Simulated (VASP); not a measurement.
# CdTe: single point with r2SCAN

Crystal: CdTe.

```
Cd Te
1.0
     0.00000    3.08868    3.52309
     3.08868    0.00000    3.52309
     3.08868    3.08868    0.00000
Cd Te
1 1
Direct
  0.00000 0.00000 0.00000
  0.25000 0.25000 0.25000
```

This cell differs from its parent crystal: epitaxial xy strain -5.8%.

```yaml
Program: VASP 6.6.1
Task: single point
Functional: r2SCAN
Potentials_or_basis: VASP PAW PBE potentials, release 64 (Cd, Te)
Cutoff: 520 eV
k_mesh: 6 × 6 × 6
Occupations: gaussian, width 0.01 eV
Spin: no spin polarisation
Dipole_correction: no
Further_INCAR_settings: ALGO = Normal; EDIFF = 1e-06; NBANDS = 16
```

The pressure is 2.0 GPa and the band gap on the k mesh is 1.05 eV.

Stress tensor (GPa, compression positive):
```
2.92 0.00 0.00
0.00 2.92 0.00
0.00 0.00 0.14
```

Levels at points of the mesh, in eV from the valence-band top:
```tsv
k point	band 5	band 6	band 7	band 8	band 9	band 10	band 11	band 12	band 13	band 14
(0.00, 0.00, 0.00)	-8.49	-8.48	-0.58	0.00	0.00	1.05	4.92	4.92	4.97	7.70
(0.50, 0.00, 0.00)	-8.47	-8.11	-4.70	-1.33	-0.60	1.89	5.26	5.86	7.37	8.92
(0.50, 0.50, 0.00)	-8.46	-8.12	-4.99	-1.68	-1.68	3.13	3.51	8.60	9.70	9.70
(0.50, 0.00, 0.50)	-8.46	-7.88	-4.32	-2.37	-2.16	2.49	2.52	8.78	9.34	9.39
```

It took 2.3 min on 1 thread of Intel Xeon 8259CL, with other jobs on the host, peak memory 0.22 GiB.

Caveat: the cell differs from its parent crystal (epitaxial xy strain -5.8%); the PAW data sets were made with another functional, which shifts forces and pressure a little; spin-orbit coupling is left out, which moves the levels of the heavy elements.
